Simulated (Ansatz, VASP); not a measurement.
# One calculation of Cd3AgF, two programs

Contents of INCAR:

```
SYSTEM = Cd3AgF
ALGO = Normal
EDIFF = 1E-6
ENCUT = 700
GGA = PE
GGA_COMPAT = .FALSE.
ISIF = 2
ISMEAR = 0
LASPH = .TRUE.
LCHARG = .FALSE.
LREAL = .FALSE.
LWAVE = .FALSE.
NBANDS = 51
NELM = 120
PREC = Accurate
SIGMA = 0.1
```

KPOINTS

```
k-points
0
G
  4 4 4
  0 0 0
```

POSCAR

```
Cd3AgF
1.0
    3.2983399500     -3.4410584100      0.0000000000
    3.2983399500      3.4410584100      0.0000000000
    0.0000000000      0.0000000000      4.5393577100
Cd Ag F
3 1 1
Direct
    0.2273944200      0.2273944200      0.5000000000
    0.7726055800      0.7726055800      0.5000000000
    0.0000000000      0.0000000000      0.0000000000
    0.5000000000      0.5000000000      0.0000000000
    0.0000000000      0.0000000000      0.5000000000
```

Input for Ansatz:

```yaml
crystal:
  lattice:
    - [3.29833995, -3.44105841, 0.0]
    - [3.29833995, 3.44105841, 0.0]
    - [0.0, 0.0, 4.53935771]
  atoms:
    - { symbol: Cd, position: [0.22739442, 0.22739442, 0.5] }
    - { symbol: Cd, position: [0.77260558, 0.77260558, 0.5] }
    - { symbol: Cd, position: [0.0, 0.0, 0.0] }
    - { symbol: Ag, position: [0.5, 0.5, 0.0] }
    - { symbol: F, position: [0.0, 0.0, 0.5] }
basis:
  ecutwfc: 420
kpoints:
  mp_grid: { grid: [4, 4, 4] }
hamiltonian:
  xc: pbe
scf:
  occupations: { method: gaussian, width: 0.1 }
  lower_state_search: "off"
output:
  forces: true
  stress: true
  eigenvalues: true
```

Alike in both runs: task single point; functional PBE; k mesh 4 × 4 × 4; occupations gaussian, width 0.1 eV; no spin polarisation.

```csv
,VASP,Ansatz
version,VASP 6.6.1,Ansatz 0.2.0
potentials or method,"VASP PAW PBE potentials, release 64 (Cd_sv_GW, Ag_sv_GW, F), cutoff 700 eV","scalar-relativistic, plane waves, PAW"
valence electrons in the cell,86,86
```

VASP gave:

* gap on the k mesh at the Fermi level (eV): none
* rms of the force components (eV/Å): 14.143

Question: Estimate Ansatz's values.

Answer: gap on the k mesh at the Fermi level (eV): none; rms of the force components (eV/Å): 13.942.

Atom by atom the forces differ by 0.201 eV/Å (rms over components). A gap of «none» marks a metal or a gap that the smearing closes. The functional is the same, so the differences come from potentials, cutoffs and numerics.
